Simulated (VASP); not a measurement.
Wanted: the native input for a VASP 6.6.1 run.

```yaml
Task: relaxation of cell and atoms
Functional: PBE
Potentials_or_basis: VASP PAW PBE potentials, release 64 (Cd, S)
Cutoff: 600 eV
k_mesh: 8 × 8 × 8
Occupations: fermi-dirac, width 0.02 eV
Spin: no spin polarisation
Dipole_correction: no
Further_INCAR_settings: ALGO = Normal; EDIFF = 1e-06; IBRION = 2; EDIFFG = -0.005; NSW = 80; ISIF = 3
```

The structure of CdS lies in POSCAR:

```
CdS
1.0
    0.0000000000      2.9429534649      2.9429534649
    2.9429534649      0.0000000000      2.9429534649
    2.9429534649      2.9429534649      0.0000000000
Cd S
1 1
Direct
    0.0000000000      0.0000000000      0.0000000000
    0.2500000000      0.2500000000      0.2500000000
```

The input as run:

INCAR

```
ALGO = Normal
EDIFF = 1E-6
EDIFFG = -0.005
ENCUT = 600
GGA = PE
IBRION = 2
ISIF = 3
ISMEAR = -1
LASPH = True
LCHARG = False
LREAL = False
LWAVE = False
NELM = 80
NSW = 80
PREC = Accurate
SIGMA = 0.02
```

KPOINTS

```
k-points
0
Gamma
  8 8 8
```

Potentials or basis: VASP PAW PBE potentials, release 64 (Cd, S).

Run with:

```sh
$ cat potpaw_PBE.64/Cd/POTCAR potpaw_PBE.64/S/POTCAR > POTCAR
$ mpirun -np 1 vasp_std > vasp.out
```

It gave:

```json
{
 "Relaxed volume": "26.15 Å³/atom",
 "Relaxed cell": "a = 4.197 Å, b = 4.197 Å, c = 4.197 Å, α = 60.00°, β = 60.00°, γ = 60.00°",
 "Space group after relaxing (to 0.05 Å)": "F-43m (No. 216)",
 "Energy gained by relaxing": "2.9 meV/atom",
 "Ionic steps": "3",
 "Pressure after relaxing": "0.0 GPa",
 "Band gap on the k mesh": "1.03 eV, direct"
}
```

It took 98 s on 1 thread of AMD EPYC 7R13, on a shared host, peak memory 0.2 GiB.
